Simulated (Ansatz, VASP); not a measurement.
## One calculation of Pd, two programs

The input INCAR:

```
PREC = Accurate
ENCUT = 500
EDIFF = 1E-6
ISMEAR = 0
SIGMA = 0.15
LREAL = F
LASPH = T
NELM = 120
ALGO = Normal
ISIF = 2
LWAVE = F
LCHARG = T
GGA = PE
LELF = T
LVHAR = T
NBANDS = 11
GGA_COMPAT = F
```

The input KPOINTS:

```
Automatic mesh
0
Gamma
  8 8 8
```

The input POSCAR:

```
Pd
1.0
    0.0000000000      2.0907675000      1.9449000000
    2.0907675000      0.0000000000      1.9449000000
    2.0907675000      2.0907675000      0.0000000000
Pd
1
Direct
    0.0000000000      0.0000000000      0.0000000000
```

Input for Ansatz:

```yaml
crystal:
  lattice:
    - [0.0, 2.0907675, 1.9449]
    - [2.0907675, 0.0, 1.9449]
    - [2.0907675, 2.0907675, 0.0]
  atoms:
    - { symbol: Pd, position: [0.0, 0.0, 0.0] }
basis:
  ecutwfc: 420
kpoints:
  mp_grid: { grid: [8, 8, 8] }
hamiltonian:
  xc: pbe
scf:
  occupations: { method: gaussian, width: 0.15 }
output:
  forces: true
  stress: true
  eigenvalues: true
```

Change from the starting cell: strain +0.0750 x Voigt [1, 1, 0, 0, 0, 0], atoms carried along.

Alike in both runs: task single point; functional PBE; k mesh 8 × 8 × 8; occupations gaussian, width 0.15 eV; no spin polarisation.

|  | VASP | Ansatz |
| --- | --- | --- |
| version | VASP 6.6.1 | Ansatz 0.2.0 |
| potentials or method | VASP PAW PBE potentials, release 64 (Pd), cutoff 500 eV | scalar-relativistic, plane waves, PAW |
| valence electrons in the cell | 10 | 18 |

VASP gave:

| Item | Value |
| --- | --- |
| gap on the k mesh at the Fermi level (eV) | none |
| pressure (GPa) | -12.6 |
| traceless stress, the component that is largest in VASP (GPa) | 1.07 |

**Question.** Estimate Ansatz's values.

**Answer.** gap on the k mesh at the Fermi level (eV): none; pressure (GPa): -12.5; traceless stress, the component that is largest in VASP (GPa): 1.07.

A gap of «none» marks a metal or a gap that the smearing closes. VASP's potentials hold 10 valence electrons a cell and Ansatz's 18, so a difference there can come from the potentials and not from the codes.
